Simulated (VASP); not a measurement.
# In3Se (P4mm) in VASP: a series of runs

The runs below take In3Se through single point, with PBE.

Program: VASP 6.6.1. These are calculated values, not measurements. Logs are shortened: lines on timing, memory, paths and dates and some standing lists are left out, and cuts for length are marked.

## (1) The cell of the first run

It takes space group P4mm (No. 99, tetragonal). Conventional cell: a = 4.399 Å, b = 4.399 Å, c = 5.158 Å, α = 90.00°, β = 90.00°, γ = 90.00°. In (site symmetry 2mm) has 2 In at 2.28 Å and 2 Se at 2.37 Å within 3.0 Å. Within 3.0 Å of In (site symmetry 4mm) lie 4 In at 2.28 Å. Within 3.1 Å of Se (site symmetry 4mm) lie 4 In at 2.37 Å.

## (2) Single point, PBE

The input, INCAR:

```
PREC     = Accurate       # precision mode
ENCUT    = 520            # plane-wave cutoff, eV
EDIFF    = 1E-6           # SCF threshold, eV
ISMEAR   = 0              # smearing method
SIGMA    = 0.1            # smearing width, eV
LREAL    = False          # projectors in reciprocal space
LASPH    = True           # aspherical terms in the spheres
NELM     = 80             # most SCF steps
ALGO     = Normal         # electronic algorithm
ISIF     = 2              # what is computed and relaxed
LWAVE    = False          # write WAVECAR
LCHARG   = True           # write CHGCAR
GGA      = PE             # functional
LELF     = True           # ELF
LVHAR    = True         
NBANDS   = 30             # bands
```

The input, KPOINTS:

```
Automatic mesh
0
Gamma
  4 4 4
```

The input, POSCAR:

```
In3Se
1.0
    4.3991924800      0.0000000000      0.0000000000
    0.0000000000      4.3991924800      0.0000000000
    0.0000000000      0.0000000000      5.1577101500
In Se
3 1
Direct
    0.5000000000      0.0000000000      0.4887736300
    0.0000000000      0.5000000000      0.4887736300
    0.0000000000      0.0000000000      0.3695424000
    0.5000000000      0.5000000000      0.3187552900
```

Potentials or basis: VASP PAW PBE potentials, release 64 (In_d, Se).

Started as:

```sh
$ cat potpaw_PBE.64/In_d/POTCAR potpaw_PBE.64/Se/POTCAR > POTCAR
$ mpirun -np 1 vasp_std > vasp.out
```

OUTCAR:

```text
PREC = Accurate
   ENCUT = 520
   EDIFF = 1E-6
   ISMEAR = 0
   LREAL = False
   LASPH = True
   NELM = 80
   ISIF = 2
   GGA = PE

 ion  position               nearest neighbor table
   1  0.500  0.000  0.489-   3 2.28   3 2.28   4 2.37   4 2.37   2 3.11   2 3.11   2 3.11   2 3.11

   2  0.000  0.500  0.489-   3 2.28   3 2.28   4 2.37   4 2.37   1 3.11   1 3.11   1 3.11   1 3.11

   3  0.000  0.000  0.370-   1 2.28   2 2.28   2 2.28   1 2.28   4 3.12   4 3.12   4 3.12   4 3.12

   4  0.500  0.500  0.319-   1 2.37   2 2.37   1 2.37   2 2.37   3 3.12   3 3.12   3 3.12   3 3.12

  LATTYP: Found a simple tetragonal cell.
 ALAT       =     4.3991924800
 C/A-ratio  =     1.1724220237

  Lattice vectors:

 A1 = (   4.3991924800,   0.0000000000,   0.0000000000)
 A2 = (   0.0000000000,   4.3991924800,   0.0000000000)
 A3 = (   0.0000000000,   0.0000000000,   5.1577101500)

Analysis of symmetry for initial positions (statically):
=====================================================================
 Subroutine PRICEL returns:
 Original cell was already a primitive cell.

 Routine SETGRP: Setting up the symmetry group for a
 simple tetragonal supercell.

 Subroutine GETGRP returns: Found  8 space group operations
 (whereof  8 operations were pure point group operations)
 out of a pool of 16 trial point group operations.

The static configuration has the point symmetry C_4v.

Analysis of symmetry for dynamics (positions and initial velocities):
=====================================================================
 Subroutine PRICEL returns:
 Original cell was already a primitive cell.

 Routine SETGRP: Setting up the symmetry group for a
 simple tetragonal supercell.

 Subroutine GETGRP returns: Found  8 space group operations
 (whereof  8 operations were pure point group operations)
 out of a pool of 16 trial point group operations.

The dynamic configuration has the point symmetry C_4v.

 Subroutine INISYM returns: Found  8 space group operations
 (whereof  8 operations are pure point group operations),
 and found     1 'primitive' translations

----------------------------------------------------------------------------------------

                                     Primitive cell

  volume of cell :      99.8166

  direct lattice vectors                    reciprocal lattice vectors
     4.399192480  0.000000000  0.000000000     0.227314446  0.000000000  0.000000000
     0.000000000  4.399192480  0.000000000     0.000000000  0.227314446  0.000000000
     0.000000000  0.000000000  5.157710150     0.000000000  0.000000000  0.193884490

  length of vectors
     4.399192480  4.399192480  5.157710150     0.227314446  0.227314446  0.193884490

  position of ions in fractional coordinates (direct lattice)
     0.500000000  0.000000000  0.488773630
     0.000000000  0.500000000  0.488773630
     0.000000000  0.000000000  0.369542400
     0.500000000  0.500000000  0.318755290

  ion indices of the primitive-cell ions
   primitive index   ion index
                 1           1
                 2           2
                 3           3
                 4           4

----------------------------------------------------------------------------------------

 KPOINTS: Automatic mesh

Automatic generation of k-mesh.
 Grid dimensions read from file:
 generate k-points for:    4    4    4

 Generating k-lattice:

  Cartesian coordinates                     Fractional coordinates (reciprocal lattice)
     0.056828611  0.000000000  0.000000000     0.250000000  0.000000000  0.000000000
     0.000000000  0.056828611  0.000000000     0.000000000  0.250000000  0.000000000
     0.000000000  0.000000000  0.048471122     0.000000000  0.000000000  0.250000000

  Length of vectors
     0.056828611  0.056828611  0.048471122

  Shift w.r.t. Gamma in fractional coordinates (k-lattice)
     0.000000000  0.000000000  0.000000000

 Subroutine IBZKPT returns following result:
 ===========================================

 Found     18 irreducible k-points:

 Following reciprocal coordinates:
            Coordinates               Weight
  0.000000  0.000000  0.000000      1.000000
  0.250000  0.000000  0.000000      4.000000
  0.500000  0.000000  0.000000      2.000000
  0.250000  0.250000  0.000000      4.000000
  0.500000  0.250000  0.000000      4.000000
  0.500000  0.500000  0.000000      1.000000
[... 10 lines left out ...]
  0.500000  0.250000  0.500000      4.000000
  0.500000  0.500000  0.500000      1.000000
   k-points           NKPTS =     18   k-points in BZ     NKDIM =     18   number of bands    NBANDS=     30
   number of dos      NEDOS =    301   number of ions     NIONS =      4
   total plane-waves  NPLWV =  51840
   dimension x,y,z NGX =    36 NGY =   36 NGZ =   40
   dimension x,y,z NGXF=    72 NGYF=   72 NGZF=   80
   ions per type =               3   1
   NGX,Y,Z   is equivalent  to a cutoff of  13.60, 13.60, 12.89 a.u.
   NGXF,Y,Z  is equivalent  to a cutoff of  27.21, 27.21, 25.79 a.u.
 SYSTEM =  unknown system
   PREC   = accura    normal or accurate (medium, high low for compatibility)
   ISTART =      0    job   : 0-new  1-cont  2-samecut
   ICHARG =      2    charge: 1-file 2-atom 10-const
   ISPIN  =      1    spin polarized calculation?
   LNONCOLLINEAR =      F non collinear calculations
   LSORBIT =      F    spin-orbit coupling
   LASPH  =      T    aspherical Exc in radial PAW
   ENCUT  =  520.0 eV  38.22 Ry    6.18 a.u.   8.18  8.18  9.59*2*pi/ulx,y,z
   NELM   =     80;   NELMIN=  2; NELMDL= -5     # of ELM steps
   EDIFF  = 0.1E-05   stopping-criterion for ELM
   LREAL  =      F    real-space projection
   EDIFFG = 0.1E-04   stopping-criterion for IOM
   NSW    =      0    number of steps for IOM
   IBRION =     -1    ionic relax: 0-MD 1-quasi-New 2-CG
   NFREE  =      0    steps in history (QN), initial steepest desc. (CG)
   ISIF   =      2    stress and relaxation
   ISYM   =      2    0-nonsym 1-usesym 2-fastsym
   POTIM  = 0.5000    time-step for ionic-motion
   TEBEG  =    0.0;   TEEND  =   0.0 temperature during run
   PSTRESS=    0.0 pullay stress
   NELECT =      45.0000    total number of electrons
   NUPDOWN=      -1.0000    fix difference up-down
   EMIN   =  10.00;   EMAX   =-10.00  energy-range for DOS
   EFERMI =   0.00;   METHOD = LEGACY
   ISMEAR =     0;   SIGMA  =   0.10  broadening in eV -4-tet -1-fermi 0-gaus
   EFERMI_NEDOS =   21; number of points for ismear=-14 and -15
   IALGO  =     38    algorithm
   IMIX   =      4    mixing-type and parameters
     AMIX     =   0.40;   BMIX     =  1.00
     AMIX_MAG =   1.60;   BMIX_MAG =  1.00
  volume/ion in A,a.u.               =      24.95       168.40
  Fermi-wavevector in a.u.,A,eV,Ry     =   1.255292  2.372158 21.439485  1.575758
  Thomas-Fermi vector in A             =   2.389056
   LORBIT       =      0    0 simple, 1 ext, 2 COOP (PROOUT), +10 PAW based schemes
   GGA     = PE    functional components
   LHFCALC =     F    Hartree Fock is set to
   AEXX    =    0.0000 exact exchange contribution
   IVDW    =     0    specifies the selected vdW correction
   LEPSILON=     F    determine dielectric tensor
   LRPA    =     F    only Hartree local field effects (RPA)
 non-spin polarized calculation
 Gauss-broadening in eV      SIGMA  =   0.10
  energy-cutoff  :      520.00
  volume of cell :       99.82
 maximum number of plane-waves:      2716
 NGX is ok and might be reduce to    36
   NGX = 17   NGY = 17   NGZ = 19

 number of electron      44.9999985 magnetization

 Free energy of the ion-electron system (eV)
  ---------------------------------------------------
  ext. energy  EPLUGINS =         0.00000000
  ---------------------------------------------------
  free energy    TOTEN  =         0.90011429 eV

  energy without entropy =        0.91380856  energy(sigma->0) =        0.90696142

 E-fermi :   6.6599     XC(G=0):  -9.4356

 val. band max:        6.6597579796   @ k =   0.5000   0.5000   0.0000
 cond. band min:       6.7439975461   @ k =   0.2500   0.2500   0.0000
 fundamental gap:      0.0842395665
 Fermi energy:         6.6598840375

 k-point     1 :       0.0000    0.0000    0.0000
  band No.  band energies     occupation
      1     -11.0280      2.00000
      2     -10.6280      2.00000
      3     -10.5590      2.00000
      4     -10.1608      2.00000
      5      -9.2298      2.00000
      6      -9.2298      2.00000
[... 22 lines left out ...]
     29      13.3793      0.00000
     30      13.9283      0.00000

 k-point     2 :       0.2500    0.0000    0.0000
  band No.  band energies     occupation
      1     -10.9681      2.00000
      2     -10.4574      2.00000
      3     -10.3992      2.00000
      4     -10.1826      2.00000
      5      -9.3359      2.00000
      6      -9.2258      2.00000
[... 22 lines left out ...]
     29      14.7543      0.00000
     30      15.0439      0.00000

 k-point     3 :       0.5000    0.0000    0.0000
  band No.  band energies     occupation
      1     -10.8547      2.00000
      2     -10.3574      2.00000
      3     -10.1684      2.00000
      4      -9.9390      2.00000
      5      -9.9119      2.00000
      6      -9.3515      2.00000
[... 22 lines left out ...]
     29      12.9691      0.00000
     30      14.0990      0.00000

 k-point     4 :       0.2500    0.2500    0.0000
  band No.  band energies     occupation
      1     -10.8921      2.00000
      2     -10.4960      2.00000
      3     -10.2119      2.00000
      4     -10.0653      2.00000
      5      -9.4461      2.00000
      6      -9.4106      2.00000
[... 22 lines left out ...]
     29      12.7418      0.00000
     30      14.5925      0.00000

 k-point     5 :       0.5000    0.2500    0.0000
  band No.  band energies     occupation
      1     -10.7492      2.00000
      2     -10.4251      2.00000
      3     -10.0832      2.00000
      4     -10.0657      2.00000
      5      -9.6880      2.00000
      6      -9.5261      2.00000
[... 22 lines left out ...]
     29      13.4261      0.00000
     30      13.7598      0.00000
[... 328 lines left out ...]
     29      13.7726      0.00000
     30      14.2183      0.00000

 k-point    16 :       0.2500    0.2500    0.5000
  band No.  band energies     occupation
      1     -10.8923      2.00000
      2     -10.4953      2.00000
      3     -10.2120      2.00000
      4     -10.0638      2.00000
      5      -9.4447      2.00000
      6      -9.4100      2.00000
[... 22 lines left out ...]
     29      14.4682      0.00000
     30      15.0747      0.00000

 k-point    17 :       0.5000    0.2500    0.5000
  band No.  band energies     occupation
      1     -10.7495      2.00000
      2     -10.4251      2.00000
      3     -10.0837      2.00000
      4     -10.0650      2.00000
      5      -9.6875      2.00000
      6      -9.5252      2.00000
[... 22 lines left out ...]
     29      14.6715      0.00000
     30      15.1938      0.00000

 k-point    18 :       0.5000    0.5000    0.5000
  band No.  band energies     occupation
      1     -10.3788      2.00000
      2     -10.3240      2.00000
      3     -10.2687      2.00000
      4     -10.2687      2.00000
      5     -10.0257      2.00000
      6      -9.2040      2.00000
[... 22 lines left out ...]
     29      15.8007      0.00000
     30      15.9020      0.00000

------------------------ aborting loop because EDIFF is reached ----------------------------------------

  FORCE on cell =-STRESS in cart. coord.  units (eV):
  Direction    XX          YY          ZZ          XY          YZ          ZX
  --------------------------------------------------------------------------------------
  -------------------------------------------------------------------------------------
  Total       57.9366419     57.9366419      9.5245800      0.0000000      0.0000000      0.0000000
  in kB      929.9530879    929.9530879    152.8810148      0.0000000      0.0000000      0.0000000
  external PRESSURE =     670.9290635 kB  Pullay stress =       0.0000000 kB

 VOLUME and BASIS-vectors are now :
 -----------------------------------------------------------------------------
  energy-cutoff  :      520.00
  volume of cell :       99.82
      direct lattice vectors                 reciprocal lattice vectors
     4.399192480  0.000000000  0.000000000     0.227314446  0.000000000  0.000000000
     0.000000000  4.399192480  0.000000000     0.000000000  0.227314446  0.000000000
     0.000000000  0.000000000  5.157710150     0.000000000  0.000000000  0.193884490

 POSITION                                       TOTAL-FORCE (eV/Angst)
 -----------------------------------------------------------------------------------
      2.19960      0.00000      2.52095         0.000000      0.000000      6.650602
      0.00000      2.19960      2.52095         0.000000     -0.000000      6.650602
      0.00000      0.00000      1.90599         0.000000      0.000000     -6.208718
      2.19960      2.19960      1.64405         0.000000      0.000000     -7.092485
 -----------------------------------------------------------------------------------
    total drift:                                0.000000     -0.000000      0.000350

  FREE ENERGIE OF THE ION-ELECTRON SYSTEM (eV)
  ---------------------------------------------------
  free  energy   TOTEN  =         0.9001142865 eV

  energy  without entropy=        0.9138085633  energy(sigma->0) =        0.90696142
```

Run time: 39 s. Hardware: 1 thread of Intel Xeon 6975P-C (Granite Rapids), shared host; peak memory 0.22 GiB.

What came out:

| Property | Result |
| --- | --- |
| Free energy | 0.9001 eV |
| Pressure | 67.1 GPa |
| Largest force | 7.092 eV/Å |

Forces on the atoms (eV/Å):
```
In   0.000  0.000  6.651
In   0.000  0.000  6.651
In   0.000  0.000 -6.209
Se   0.000  0.000 -7.092
```

Stress tensor (GPa, compression positive):
```
93.00  0.00  0.00
 0.00 93.00  0.00
 0.00  0.00 15.29
```

Caveat: spin-orbit coupling is left out, which moves the levels of the heavy elements; forces of over 1 eV/Å act on the atoms, so gaps and moduli don't describe the material at rest.

## (3) Single point, PBE

This run uses another cell than the first one, of 28.60 Å³/atom, 1.146 times its volume.

The input, INCAR:

```
SYSTEM = In3Se
PREC = Accurate
ENCUT = 520
EDIFF = 1E-6
ISMEAR = 0
SIGMA = 0.1
LREAL = .False.
LASPH = .True.
NELM = 100
ALGO = Normal
ISIF = 2
LWAVE = .False.
LCHARG = .True.
GGA = PE
LELF = .True.
LVHAR = .True.
NBANDS = 30
```

The input, KPOINTS:

```
Automatic mesh
0
Gamma
  4 4 4
  0 0 0
```

The input, POSCAR:

```
In3Se
1.0
    4.6148094938      0.0000000000      0.0000000000
    0.0000000000      4.6148094938      0.0000000000
    0.0000000000      0.0000000000      5.3720122538
In Se
3 1
Direct
    0.5000000000      0.0000000000      0.6416300528
    0.0000000000      0.5000000000      0.6416300528
    0.0000000000      0.0000000000      0.1264976350
    0.5000000000      0.5000000000      0.2560872095
```

Potentials or basis: VASP PAW PBE potentials, release 64 (In_d, Se).

Started as:

```sh
$ cat potpaw_PBE.64/In_d/POTCAR potpaw_PBE.64/Se/POTCAR > POTCAR
$ mpirun -np 1 vasp_std > vasp.out
```

OUTCAR:

```text
SYSTEM = In3Se
   PREC = Accurate
   ENCUT = 520
   EDIFF = 1E-6
   ISMEAR = 0
   LREAL = .False.
   LASPH = .True.
   NELM = 100
   ISIF = 2
   GGA = PE

 ion  position               nearest neighbor table
   1  0.500  0.000  0.642-   4 3.10   4 3.10   2 3.26   2 3.26   2 3.26   2 3.26   3 3.48   3 3.48
                             3 3.60   3 3.60
   2  0.000  0.500  0.642-   4 3.10   4 3.10   1 3.26   1 3.26   1 3.26   1 3.26   3 3.48   3 3.48
                             3 3.60   3 3.60
   3  0.000  0.000  0.126-   4 3.34   4 3.34   4 3.34   4 3.34   2 3.48   1 3.48   1 3.48   2 3.48
                             1 3.60   2 3.60   2 3.60   1 3.60
   4  0.500  0.500  0.256-   1 3.10   2 3.10   1 3.10   2 3.10   3 3.34   3 3.34   3 3.34   3 3.34

  LATTYP: Found a simple tetragonal cell.
 ALAT       =     4.6148094938
 C/A-ratio  =     1.1640810441

  Lattice vectors:

 A1 = (   4.6148094938,   0.0000000000,   0.0000000000)
 A2 = (   0.0000000000,   4.6148094938,   0.0000000000)
 A3 = (   0.0000000000,   0.0000000000,   5.3720122538)

Analysis of symmetry for initial positions (statically):
=====================================================================
 Subroutine PRICEL returns:
[... 170 lines left out ...]

 val. band max:        5.6050045489   @ k =   0.5000   0.2500   0.2500
 cond. band min:       5.7142373323   @ k =   0.2500   0.2500   0.5000
 fundamental gap:      0.1092327834
 Fermi energy:         5.6396706599

 k-point     1 :       0.0000    0.0000    0.0000
  band No.  band energies     occupation
      1      -9.2374      2.00000
      2      -9.1576      2.00000
      3      -9.0757      2.00000
      4      -9.0636      2.00000
      5      -9.0636      2.00000
      6      -8.9085      2.00000
[... 583 lines left out ...]
     29      12.1127      0.00000
     30      12.4933      0.00000

------------------------ aborting loop because EDIFF is reached ----------------------------------------

  FORCE on cell =-STRESS in cart. coord.  units (eV):
  Direction    XX          YY          ZZ          XY          YZ          ZX
  --------------------------------------------------------------------------------------
  -------------------------------------------------------------------------------------
  Total        0.0387397      0.0387397      0.0774095      0.0000000     -0.0000000      0.0000000
  in kB        0.5425277      0.5425277      1.0840771      0.0000000     -0.0000000      0.0000000
  external PRESSURE =       0.7230441 kB  Pullay stress =       0.0000000 kB

 VOLUME and BASIS-vectors are now :
 -----------------------------------------------------------------------------
  energy-cutoff  :      520.00
  volume of cell :      114.40
      direct lattice vectors                 reciprocal lattice vectors
     4.614809494  0.000000000  0.000000000     0.216693669  0.000000000  0.000000000
     0.000000000  4.614809494  0.000000000     0.000000000  0.216693669  0.000000000
     0.000000000  0.000000000  5.372012254     0.000000000  0.000000000  0.186149985

 POSITION                                       TOTAL-FORCE (eV/Angst)
 -----------------------------------------------------------------------------------
      2.30740      0.00000      3.44684         0.000000     -0.000000      0.007382
      0.00000      2.30740      3.44684         0.000000     -0.000000      0.007382
      0.00000      0.00000      0.67955         0.000000     -0.000000      0.008548
      2.30740      2.30740      1.37570         0.000000      0.000000     -0.023312
 -----------------------------------------------------------------------------------
    total drift:                                0.000000     -0.000000      0.000123

  FREE ENERGIE OF THE ION-ELECTRON SYSTEM (eV)
  ---------------------------------------------------
  free  energy   TOTEN  =       -11.6629543450 eV

  energy  without entropy=      -11.6538272692  energy(sigma->0) =      -11.65839081
```

stdout:

```text
POSCAR found type information on POSCAR InSe
 POSCAR found :  2 types and       4 ions
 scaLAPACK will be used
 LDA part: xc-table for (Slater+PW92), standard interpolation
 POSCAR, INCAR and KPOINTS ok, starting setup
 FFT: planning ... GRIDC
 FFT: planning ... GRID_SOFT
 FFT: planning ... GRID
 WAVECAR not read
 entering main loop
```

Run time: 41 s. Hardware: 1 thread of Intel Xeon 6975P-C (Granite Rapids), shared host; peak memory 0.23 GiB.

What came out:

* Free energy: -11.6630 eV
* Pressure: 0.1 GPa
* Largest force: 0.023 eV/Å

Forces in eV/Å, atoms in the order of the input:
```
In   0.000  0.000  0.007
In   0.000  0.000  0.007
In   0.000  0.000  0.009
Se   0.000  0.000 -0.023
```

Caveat: spin-orbit coupling is left out, which moves the levels of the heavy elements.
